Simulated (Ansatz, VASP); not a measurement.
**One calculation of C, two programs**

```
C
1.0
     0.00000    1.49001    1.49001
     1.49001    0.00000    1.49001
     1.49001    1.49001    0.00000
C
1
Direct
  0.00000 0.00000 0.00000
```

Alike in both runs: task relaxation of cell and atoms; functional revPBE; k mesh 18 × 18 × 18; occupations fermi-dirac, width 0.1 eV; no spin polarisation.

|  | VASP | Ansatz |
| --- | --- | --- |
| version | VASP 6.6.1 | Ansatz 0.2.0 |
| potentials or method | VASP PAW PBE potentials, release 64 (C), cutoff 600 eV | plane waves (420 eV) with PAW, scalar-relativistic |
| valence electrons in the cell | 4 | 4 |

```csv
,VASP,Ansatz,Ansatz less VASP
relaxed volume (Å³/atom),7.44,7.44,+0.004
relaxed cell length with the largest relative difference (Å),2.191,2.191,+0.0004
```

VASP's potentials were made for PBE, not for revPBE.
